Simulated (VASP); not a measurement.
# F (Fm-3m) in VASP: further runs

Runs on F. Level: PBE. Tasks: relaxation of cell and atoms, single point.

Everything below comes from runs of VASP 6.6.1. Logs are shortened: lines on timing, memory, paths and dates and some standing lists are left out, and cuts for length are marked.

## (1) The cell of the first run

It takes space group Fm-3m (No. 225, cubic). The conventional cell has a = 3.176 Å, b = 3.176 Å, c = 3.176 Å, α = 90.00°, β = 90.00°, γ = 90.00°. F (site symmetry m-3m) has 12 F at 2.25 Å within 3.0 Å.

## (2) Relaxation of cell and atoms, PBE, target pressure 23 GPa, at which the enthalpy is minimised

INCAR reads:

```
PREC     = Accurate       # precision mode
ENCUT    = 600            # plane-wave cutoff, eV
EDIFF    = 1E-7           # SCF threshold, eV
ISMEAR   = -1             # smearing method
SIGMA    = 0.08           # smearing width, eV
LREAL    = False          # projectors in reciprocal space
LASPH    = True           # aspherical terms in the spheres
NELM     = 100            # most SCF steps
ALGO     = Normal         # electronic algorithm
ISIF     = 3              # what is computed and relaxed
LWAVE    = False          # write WAVECAR
LCHARG   = False          # write CHGCAR
GGA      = PE             # functional
IBRION   = 2              # ionic algorithm
NSW      = 60             # ionic steps
EDIFFG   = -0.005         # ionic threshold
PSTRESS  = 230.0
```

KPOINTS reads:

```
Automatic mesh
0
Gamma
  19 19 19
```

POSCAR reads:

```
F
1.0
    0.0000000000      1.5878670270      1.5878670270
    1.5878670270      0.0000000000      1.5878670270
    1.5878670270      1.5878670270      0.0000000000
F
1
Direct
    0.0000000000      0.0000000000      0.0000000000
```

Potentials or basis: VASP PAW PBE potentials, release 64 (F).

The run is started by

```sh
$ cat potpaw_PBE.64/F/POTCAR > POTCAR
$ mpirun -np 1 vasp_std > vasp.out
```

OUTCAR:

```text
PREC = Accurate
   ENCUT = 600
   EDIFF = 1E-7
   ISMEAR = -1
   LREAL = False
   LASPH = True
   NELM = 100
   ISIF = 3
   GGA = PE
   IBRION = 2
   NSW = 60
   EDIFFG = -0.005
   PSTRESS = 230.0

 ion  position               nearest neighbor table
   1  0.000  0.000  0.000-

  LATTYP: Found a face centered cubic cell.
 ALAT       =     3.1757340540

  Lattice vectors:

 A1 = (   0.0000000000,   1.5878670270,   1.5878670270)
 A2 = (   1.5878670270,   0.0000000000,   1.5878670270)
 A3 = (   1.5878670270,   1.5878670270,   0.0000000000)

Analysis of symmetry for initial positions (statically):
=====================================================================
 Subroutine PRICEL returns:
 Original cell was already a primitive cell.

 Routine SETGRP: Setting up the symmetry group for a
 face centered cubic supercell.

 Subroutine GETGRP returns: Found 48 space group operations
 (whereof 48 operations were pure point group operations)
 out of a pool of 48 trial point group operations.

The static configuration has the point symmetry O_h .

Analysis of symmetry for dynamics (positions and initial velocities):
=====================================================================
 Subroutine PRICEL returns:
 Original cell was already a primitive cell.

 Routine SETGRP: Setting up the symmetry group for a
 face centered cubic supercell.

 Subroutine GETGRP returns: Found 48 space group operations
 (whereof 48 operations were pure point group operations)
 out of a pool of 48 trial point group operations.

The dynamic configuration has the point symmetry O_h .

 Subroutine INISYM returns: Found 48 space group operations
 (whereof 48 operations are pure point group operations),
 and found     1 'primitive' translations

----------------------------------------------------------------------------------------

                                     Primitive cell

  volume of cell :       8.0070

  direct lattice vectors                    reciprocal lattice vectors
     0.000000000  1.587867027  1.587867027    -0.314887828  0.314887828  0.314887828
     1.587867027  0.000000000  1.587867027     0.314887828 -0.314887828  0.314887828
[... 141 lines left out ...]
  in kB      223.9022825    223.9022825    223.9022825     -0.0000000     -0.0000000      0.0000000
  external PRESSURE =      -6.0977175 kB  Pullay stress =     230.0000000 kB

 VOLUME and BASIS-vectors are now :
 -----------------------------------------------------------------------------
  energy-cutoff  :      600.00
  volume of cell :        8.01
      direct lattice vectors                 reciprocal lattice vectors
     0.000000000  1.587867027  1.587867027    -0.314887828  0.314887828  0.314887828
     1.587867027  0.000000000  1.587867027     0.314887828 -0.314887828  0.314887828
     1.587867027  1.587867027  0.000000000     0.314887828  0.314887828 -0.314887828

 POSITION                                       TOTAL-FORCE (eV/Angst)
 -----------------------------------------------------------------------------------
      0.00000      0.00000      0.00000         0.000000      0.000000      0.000000
 -----------------------------------------------------------------------------------
    total drift:                                0.000000     -0.000000      0.000000

  FREE ENERGIE OF THE ION-ELECTRON SYSTEM (eV)
  ---------------------------------------------------
  free  energy   TOTEN  =        -0.6736145874 eV

  energy  without entropy=       -0.6338078580  energy(sigma->0) =       -0.65371122

  enthalpy is  TOTEN    =         0.4758342373 eV   P V=        1.1494488247

--------------------------------------- Ionic step        2  -------------------------------------------

 number of electron       7.0000007 magnetization

 Free energy of the ion-electron system (eV)
  ---------------------------------------------------
  ext. energy  EPLUGINS =         0.00000000
  ---------------------------------------------------
  free energy    TOTEN  =        -0.66861271 eV

  energy without entropy =       -0.62906838  energy(sigma->0) =       -0.64884055

 E-fermi :  -1.0820     XC(G=0): -11.6788

 val. band max:       -1.0855172824   @ k =  -0.4211   0.1579   0.0526
 cond. band min:      -1.0798084956   @ k =  -0.4211   0.1579   0.0000
 fundamental gap:      0.0057087868
 Fermi energy:        -1.0819629809

 k-point     1 :       0.0000    0.0000    0.0000
  band No.  band energies     occupation
      1     -24.4669      2.00000
      2      -0.3040      0.00012
      3      -0.3040      0.00012
      4      -0.3040      0.00012
      5      15.1558      0.00000
      6      37.1389      0.00000
      7      37.1389      0.00000
[... 221 lines left out ...]
 k-point    24 :      -0.2632    0.0526    0.0000
  band No.  band energies     occupation
      1     -22.9819      2.00000
      2      -4.1425      2.00000
      3      -0.8631      0.12179
      4      -0.5919      0.00436
      5      18.7964      0.00000
      6      27.5227      0.00000
      7      35.1319      0.00000

 [... further k-points ...]

------------------------ aborting loop because EDIFF is reached ----------------------------------------

  FORCE on cell =-STRESS in cart. coord.  units (eV):
  Direction    XX          YY          ZZ          XY          YZ          ZX
  --------------------------------------------------------------------------------------
  -------------------------------------------------------------------------------------
  Total        1.1479310      1.1479310      1.1479310     -0.0000000      0.0000000      0.0000000
  in kB      230.7123393    230.7123393    230.7123393     -0.0000000      0.0000000      0.0000000
  external PRESSURE =       0.7123393 kB  Pullay stress =     230.0000000 kB

 VOLUME and BASIS-vectors are now :
 -----------------------------------------------------------------------------
  energy-cutoff  :      600.00
  volume of cell :        7.97
      direct lattice vectors                 reciprocal lattice vectors
    -0.000000000  1.585532632  1.585532632    -0.315351441  0.315351441  0.315351441
     1.585532632 -0.000000000  1.585532632     0.315351441 -0.315351441  0.315351441
     1.585532632  1.585532632 -0.000000000     0.315351441  0.315351441 -0.315351441

 POSITION                                       TOTAL-FORCE (eV/Angst)
 -----------------------------------------------------------------------------------
      0.00000      0.00000      0.00000        -0.000000     -0.000000      0.000000
 -----------------------------------------------------------------------------------
    total drift:                                0.000000     -0.000000      0.000000

  FREE ENERGIE OF THE ION-ELECTRON SYSTEM (eV)
  ---------------------------------------------------
  free  energy   TOTEN  =        -0.6686127098 eV

  energy  without entropy=       -0.6290683811  energy(sigma->0) =       -0.64884055

  enthalpy is  TOTEN    =         0.4757739934 eV   P V=        1.1443867033

 reached required accuracy - stopping structural energy minimisation
```

It took 12 s on 1 thread of AMD EPYC 9R45 (Zen 5), shared host; peak memory 0.09 GiB.

Results:

```
Free energy                                            : -0.6686 eV
Relaxed volume                                         : 7.97 Å³/atom
Relaxed cell                                           : a = 2.242 Å, b = 2.242 Å, c = 2.242 Å, α = 60.00°, β = 60.00°, γ = 60.00°
Space group after relaxing (to 0.05 Å)                 : Fm-3m (No. 225)
Energy change on relaxing (the enthalpy is what falls) : +5.0 meV/atom
Ionic steps                                            : 2
Pressure after relaxing                                : 23.1 GPa
```

Step by step:
| step | energy change (eV) | largest force (eV/Å) | pressure (GPa) | volume (Å³) |
| --- | --- | --- | --- | --- |
| 1 | 0.0000 | 0.0000 | 22.39 | 8.01 |
| 2 | 0.0050 | 0.0000 | 23.07 | 7.97 |

Final structure:
```
F
1.0
     0.00000    1.58553    1.58553
     1.58553    0.00000    1.58553
     1.58553    1.58553    0.00000
F
1
Direct
  0.00000 0.00000 0.00000
```

Levels at points of the mesh, in eV from the Fermi level:
| k point | band 1 | band 2 | band 3 | band 4 | band 5 | band 6 | band 7 |
| --- | --- | --- | --- | --- | --- | --- | --- |
| (0.00, 0.00, 0.00) | -23.38 | 0.78 | 0.78 | 0.78 | 16.24 | 38.22 | 38.22 |

Caveat: the cell is relaxed towards a set pressure, so the enthalpy falls and the energy may rise; an odd number of electrons without spin polarisation forces a metal; a magnetic or distorted state may lie lower.

## (3) Relaxation of cell and atoms, PBE, target pressure 23 GPa, at which the enthalpy is minimised

INCAR reads:

```
ALGO     = Normal         # electronic algorithm
EDIFF    = 1E-7           # SCF threshold, eV
EDIFFG   = -0.005         # ionic threshold
ENCUT    = 600            # plane-wave cutoff, eV
GGA      = PE             # functional
IBRION   = 2              # ionic algorithm
ISIF     = 3              # what is computed and relaxed
ISMEAR   = -1             # smearing method
LASPH    = True           # aspherical terms in the spheres
LCHARG   = False          # write CHGCAR
LREAL    = False          # projectors in reciprocal space
LWAVE    = False          # write WAVECAR
NELM     = 60             # most SCF steps
NSW      = 32             # ionic steps
PREC     = Accurate       # precision mode
PSTRESS  = 230.0        
SIGMA    = 0.08           # smearing width, eV
```

KPOINTS reads:

```
k-points
0
Gamma
  19 19 19
```

POSCAR reads:

```
F
1.0
    0.0000000000      1.5880679405      1.5880679405
    1.5880679405      0.0000000000      1.5880679405
    1.5880679405      1.5880679405      0.0000000000
F
1
Direct
    0.0000000000      0.0000000000      0.0000000000
```

Potentials or basis: VASP PAW PBE potentials, release 64 (F).

The run is started by

```sh
$ cat potpaw_PBE.64/F/POTCAR > POTCAR
$ mpirun -np 1 vasp_std > vasp.out
```

It took 12 s on 1 thread of AMD EPYC 9R45 (Zen 5), shared host; peak memory 0.09 GiB.

The run converged. Its results:

```yaml
Free_energy: -0.6686 eV
Relaxed_volume: 7.97 Å³/atom
Relaxed_cell: a = 2.242 Å, b = 2.242 Å, c = 2.242 Å, α = 60.00°, β = 60.00°, γ = 60.00°
Space_group_after_relaxing_to_0.05_Å: Fm-3m (No. 225)
Energy_change_on_relaxing_the_enthalpy_is_what_falls: +5.5 meV/atom
Ionic_steps: 2
Pressure_after_relaxing: 23.1 GPa
```

The path:
| step | energy change (eV) | largest force (eV/Å) | pressure (GPa) | volume (Å³) |
| --- | --- | --- | --- | --- |
| 1 | 0.0000 | 0.0000 | 22.33 | 8.01 |
| 2 | 0.0055 | 0.0000 | 23.08 | 7.97 |

Final structure:
```
CELL_PARAMETERS angstrom
0.00000 1.58551 1.58551
1.58551 0.00000 1.58551
1.58551 1.58551 0.00000
ATOMIC_POSITIONS crystal
F 0.00000 0.00000 0.00000
```

Levels at points of the mesh, in eV from the Fermi level:
```
           k point  band 1  band 2  band 3  band 4  band 5  band 6  band 7
(0.00, 0.00, 0.00)  -23.39    0.78    0.78    0.78   16.24   38.22   38.22
```

Caveat: the cell is relaxed towards a set pressure, so the enthalpy falls and the energy may rise; an odd number of electrons without spin polarisation forces a metal; a magnetic or distorted state may lie lower.

## (4) Relaxation of cell and atoms, PBE

This run uses another cell than the first one, of 13.00 Å³/atom, 1.624 times its volume.

INCAR reads:

```
SYSTEM = F
  ALGO = Normal
  EDIFF = 1E-6
  EDIFFG = -0.005
  ENCUT = 600
  GGA = PE
  IBRION = 2
  ISIF = 3
  ISMEAR = -1
  LASPH = .TRUE.
  LCHARG = .FALSE.
  LREAL = .FALSE.
  LWAVE = .FALSE.
  NELM = 80
  NSW = 60
  PREC = Accurate
  SIGMA = 0.08
```

KPOINTS reads:

```
k-points
0
G
  18 18 18
  0 0 0
```

POSCAR reads:

```
F
1.0
    0.0000000000      1.8662555784      1.8662555784
    1.8662555784      0.0000000000      1.8662555784
    1.8662555784      1.8662555784      0.0000000000
F
1
Direct
    0.0000000000      0.0000000000      0.0000000000
```

Potentials or basis: VASP PAW PBE potentials, release 64 (F).

The run is started by

```sh
$ cat potpaw_PBE.64/F/POTCAR > POTCAR
$ mpirun -np 1 vasp_std > vasp.out
```

OUTCAR:

```text
SYSTEM = F
   EDIFF = 1E-6
   EDIFFG = -0.005
   ENCUT = 600
   GGA = PE
   IBRION = 2
   ISIF = 3
   ISMEAR = -1
   LASPH = .TRUE.
   LREAL = .FALSE.
   NELM = 80
   NSW = 60
   PREC = Accurate

 ion  position               nearest neighbor table
   1  0.000  0.000  0.000-

  LATTYP: Found a face centered cubic cell.
 ALAT       =     3.7325111568

  Lattice vectors:

 A1 = (   0.0000000000,   1.8662555784,   1.8662555784)
 A2 = (   1.8662555784,   0.0000000000,   1.8662555784)
 A3 = (   1.8662555784,   1.8662555784,   0.0000000000)

Analysis of symmetry for initial positions (statically):
=====================================================================
 Subroutine PRICEL returns:
 Original cell was already a primitive cell.

 Routine SETGRP: Setting up the symmetry group for a
[... 207 lines left out ...]
 cond. band min:      -4.9286742038   @ k =   0.3333   0.1111   0.0556
 fundamental gap:      0.0006829406
 Fermi energy:        -4.9290704378

 k-point     1 :       0.0000    0.0000    0.0000
  band No.  band energies     occupation
      1     -25.6922      2.00000
      2      -4.5339      0.01421
      3      -4.5339      0.01421
      4      -4.5339      0.01421
      5       7.5557      0.00000
      6      28.1680      0.00000
      7      28.1680      0.00000
[... 404 lines left out ...]
--------------------------------------- Ionic step        7  -------------------------------------------

 number of electron       7.0000002 magnetization

 Free energy of the ion-electron system (eV)
  ---------------------------------------------------
  ext. energy  EPLUGINS =         0.00000000
  ---------------------------------------------------
  free energy    TOTEN  =        -0.80939444 eV

  energy without entropy =       -0.75385474  energy(sigma->0) =       -0.78162459

 E-fermi :  -3.4544     XC(G=0): -10.3455

 val. band max:       -3.4616286332   @ k =  -0.2778   0.2778   0.0000
 cond. band min:      -3.4531205990   @ k =  -0.3333   0.2222   0.0000
 fundamental gap:      0.0085080342
 Fermi energy:        -3.4544246051

 k-point     1 :       0.0000    0.0000    0.0000
  band No.  band energies     occupation
      1     -25.1435      2.00000
      2      -2.9160      0.00239
      3      -2.9160      0.00239
      4      -2.9160      0.00239
      5      10.3924      0.00000
      6      31.8393      0.00000
      7      31.8393      0.00000
[... 258 lines left out ...]
  FREE ENERGIE OF THE ION-ELECTRON SYSTEM (eV)
  ---------------------------------------------------
  free  energy   TOTEN  =        -0.8093944368 eV

  energy  without entropy=       -0.7538547417  energy(sigma->0) =       -0.78162459

 reached required accuracy - stopping structural energy minimisation
```

OSZICAR:

```text
N       E                     dE             d eps       ncg     rms          rms(c)
DAV:   1     0.138740279745E+02    0.13874E+02   -0.39699E+03  2926   0.943E+02
DAV:   2    -0.658835010495E+00   -0.14533E+02   -0.14367E+02  3269   0.137E+02
DAV:   3    -0.731864391180E+00   -0.73029E-01   -0.71610E-01  3241   0.111E+01
DAV:   4    -0.731932005147E+00   -0.67614E-04   -0.67613E-04  3248   0.355E-01
[... 50 lines left out ...]
DAV:   1    -0.809759066971E+00   -0.38327E-03   -0.89047E-03  2730   0.115E+00    0.150E-01
DAV:   2    -0.809422080584E+00    0.33699E-03   -0.10698E-03  2730   0.337E-01    0.416E-02
DAV:   3    -0.809397288122E+00    0.24792E-04   -0.99480E-05  2730   0.104E-01    0.733E-03
DAV:   4    -0.809394538960E+00    0.27492E-05   -0.18692E-06  2534   0.190E-02    0.612E-04
DAV:   5    -0.809394436751E+00    0.10221E-06   -0.20486E-08  1365   0.174E-03
   7 F= -.80939444E+00 E0= -.78162459E+00  d E =-.183177E-04
```

Run time: 55 s. Hardware: 1 thread of AMD EPYC 9R45 (Zen 5), shared host; peak memory 0.11 GiB.

Results:

| Quantity | Value |
| --- | --- |
| Free energy | -0.8094 eV |
| Relaxed volume | 10.04 Å³/atom |
| Relaxed cell | a = 2.422 Å, b = 2.422 Å, c = 2.422 Å, α = 60.00°, β = 60.00°, γ = 60.00° |
| Space group after relaxing (to 0.05 Å) | Fm-3m (No. 225) |
| Energy gained by relaxing | 78.9 meV/atom |
| Ionic steps | 7 |
| Pressure after relaxing | 0.1 GPa |

Step by step:
| step | energy change (eV) | largest force (eV/Å) | pressure (GPa) | volume (Å³) |
| --- | --- | --- | --- | --- |
| 1 | 0.0000 | 0.0000 | -6.24 | 13.00 |
| 2 | -0.0347 | 0.0000 | -5.62 | 12.07 |
| 3 | -0.0742 | 0.0000 | 3.19 | 9.55 |
| 4 | -0.0781 | 0.0000 | -1.19 | 10.29 |
| 5 | -0.0789 | 0.0000 | -0.10 | 10.07 |
| 6 | -0.0789 | 0.0000 | 0.18 | 10.02 |
| 7 | -0.0789 | 0.0000 | 0.05 | 10.04 |

Final structure:
```
CELL_PARAMETERS angstrom
0.00000 1.71252 1.71252
1.71252 0.00000 1.71252
1.71252 1.71252 0.00000
ATOMIC_POSITIONS crystal
F 0.00000 0.00000 0.00000
```

Levels at points of the mesh, in eV from the Fermi level:
| k point | band 1 | band 2 | band 3 | band 4 | band 5 | band 6 | band 7 |
| --- | --- | --- | --- | --- | --- | --- | --- |
| (0.00, 0.00, 0.00) | -21.69 | 0.54 | 0.54 | 0.54 | 13.85 | 35.29 | 35.29 |
| (0.50, 0.00, 0.00) | -20.08 | -3.92 | 0.13 | 0.13 | 20.69 | 21.97 | 33.19 |
| (0.50, 0.50, 0.00) | -19.58 | -3.37 | -0.77 | -0.77 | 19.09 | 24.39 | 25.49 |

Caveat: the volume moved by over 15 % at a fixed basis, so the end points are rough; an odd number of electrons without spin polarisation forces a metal; a magnetic or distorted state may lie lower.

## (5) Single point, PBE

This run uses another cell than the first one, of 10.21 Å³/atom, 1.276 times its volume.

INCAR reads:

```
PREC = Accurate
ENCUT = 520
EDIFF = 1E-7
ISMEAR = -1
SIGMA = 0.08
LREAL = F
LASPH = T
NELM = 100
ALGO = Normal
ISIF = 2
LWAVE = F
LCHARG = T
GGA = PE
LELF = T
LVHAR = T
NBANDS = 10
```

KPOINTS reads:

```
regular mesh
0
Gamma
  18 18 18
```

POSCAR reads:

```
F
1.0
    0.0000000000      1.7220355371      1.7220355371
    1.7220355371      0.0000000000      1.7220355371
    1.7220355371      1.7220355371      0.0000000000
F
1
Direct
    0.0000000000      0.0000000000      0.0000000000
```

The run is started by

```sh
$ cat potpaw_PBE.64/F/POTCAR > POTCAR
$ mpirun -np 1 vasp_std > vasp.out
```

It took 26 s on 1 thread of Intel Xeon 8259CL, shared host; peak memory 0.09 GiB.

It converged, with:

- Free energy: -0.7971 eV
- Pressure: -0.6 GPa

Levels at points of the mesh, in eV from the Fermi level:
```
           k point  band 1  band 2  band 3  band 4  band 5  band 6  band 7  band 8
(0.00, 0.00, 0.00)  -21.60    0.52    0.52    0.52   13.70   35.08   35.08   35.08
(0.50, 0.00, 0.00)  -20.04   -3.82    0.13    0.13   20.55   21.80   32.99   32.99
(0.50, 0.50, 0.00)  -19.57   -3.28   -0.75   -0.75   19.03   24.30   25.27   35.89
```

Caveat: an odd number of electrons without spin polarisation forces a metal; a magnetic or distorted state may lie lower.

## (6) Summary

```tsv
task	cell	k mesh	cutoff (eV)	gap on the mesh (eV)	pressure (GPa)
relaxation of cell and atoms	relaxed to 23 GPa from a = 2.246 Å, angles 60.0°, 1 atom	19 × 19 × 19	600	none	23.1
relaxation of cell and atoms	relaxed from a = 2.639 Å, angles 60.0°, 1 atom	18 × 18 × 18	600	none	0.1
single point	a = 2.435 Å, angles 60.0°, 1 atom	18 × 18 × 18	520	none	-0.6
```

Alike in all rows: level PBE; potentials or basis VASP PAW PBE potentials, release 64 (F); no spin polarisation; smearing fermi-dirac 0.08 eV.

Caveats: an odd number of electrons without spin polarisation forces a metal; a magnetic or distorted state may lie lower; the cell is relaxed towards a set pressure, so the enthalpy falls and the energy may rise (some runs); the volume moved by over 15 % at a fixed basis, so the end points are rough (some runs).

Absolute energies hang on the potentials; compare differences alone.
